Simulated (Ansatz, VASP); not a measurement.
Ru2W: VASP beside Ansatz

The input INCAR:

```
SYSTEM = Ru2W
PREC = Accurate
ENCUT = 520
EDIFF = 1E-6
ISMEAR = 0
SIGMA = 0.1
LREAL = .False.
LASPH = .True.
NELM = 80
ALGO = Normal
ISIF = 2
LWAVE = .False.
LCHARG = .False.
GGA = PE
NBANDS = 28
```

The input KPOINTS:

```
Automatic mesh
0
Gamma
  6 6 6
  0 0 0
```

POSCAR

```
Ru2W
1.0
    0.0000000000      2.8852774000      2.8852774000
    2.8852774000      0.0000000000      2.8852774000
    2.8852774000      2.8852774000      0.0000000000
Ru W
2 1
Direct
    0.2500000000      0.2500000000      0.2500000000
    0.7500000000      0.7500000000      0.7500000000
    0.0000000000      0.0000000000      0.0000000000
```

Input for Ansatz:

```yaml
crystal:
  lattice:
    - [0.0, 2.8852774, 2.8852774]
    - [2.8852774, 0.0, 2.8852774]
    - [2.8852774, 2.8852774, 0.0]
  atoms:
    - { symbol: Ru, position: [0.25, 0.25, 0.25] }
    - { symbol: Ru, position: [0.75, 0.75, 0.75] }
    - { symbol: W, position: [0.0, 0.0, 0.0] }
basis:
  ecutwfc: 420
kpoints:
  mp_grid: { grid: [6, 6, 6] }
hamiltonian:
  xc: pbe
scf:
  occupations: { method: gaussian, width: 0.1 }
  lower_state_search: "off"
output:
  forces: true
  stress: true
  eigenvalues: true
```

Change from the starting cell: species swapped into the Al2Pt type (Fm-3m, No. 225).

Alike in both runs: task single point; functional PBE; k mesh 6 × 6 × 6; occupations gaussian, width 0.1 eV; no spin polarisation.

|  | VASP | Ansatz |
| --- | --- | --- |
| version | VASP 6.6.1 | Ansatz 0.2.0 |
| potentials or method | VASP PAW PBE potentials, release 64 (Ru_pv, W_sv), cutoff 520 eV | scalar-relativistic, plane waves, PAW |
| valence electrons in the cell | 42 | 46 |

```csv
,VASP,Ansatz,Ansatz less VASP
gap on the k mesh at the Fermi level (eV),none,none,-
pressure (GPa),19.1,18.3,-0.79
```

A gap of «none» marks a metal or a gap that the smearing closes. The functional is the same, so the differences come from potentials, cutoffs and numerics. VASP's potentials hold 42 valence electrons a cell and Ansatz's 46, so a difference there can come from the potentials and not from the codes.

Neither program's run includes spin-orbit coupling.
